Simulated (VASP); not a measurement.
The system is TiO2.

```
Ti O
1.0
     1.49733    0.86448    6.98154
    -1.49733    0.86448    6.98154
     0.00000   -1.72897    6.98154
Ti O
1 2
Direct
  0.00000 0.00000 0.00000
  0.62047 0.62047 0.62047
  0.37953 0.37953 0.37953
```

Base run:

```yaml
Program: VASP 6.6.1
Functional: PBEsol
Potentials_or_basis: VASP PAW PBE potentials, release 64 (Ti_sv, O)
Cutoff: 520 eV
k_mesh: 6 × 6 × 6
Occupations: gaussian, width 0.01 eV
Spin: no spin polarisation
```

Its results: band gap on the k mesh 2.65 eV, indirect (least direct gap 2.83 eV); pressure -3.9 GPa; largest force 0.387 eV/Å.

Question: The run is repeated on the same cell with these changes: k mesh from 6 × 6 × 6 to 5 × 5 × 5. What comes out?

Answer: Band gap on the k mesh 2.72 eV, indirect (least direct gap 2.82 eV); pressure -3.9 GPa; largest force 0.396 eV/Å.

Caveats: some runs use coarse meshes; the PAW data sets were made with another functional, which shifts forces and pressure a little.

A k mesh can miss the band edges.
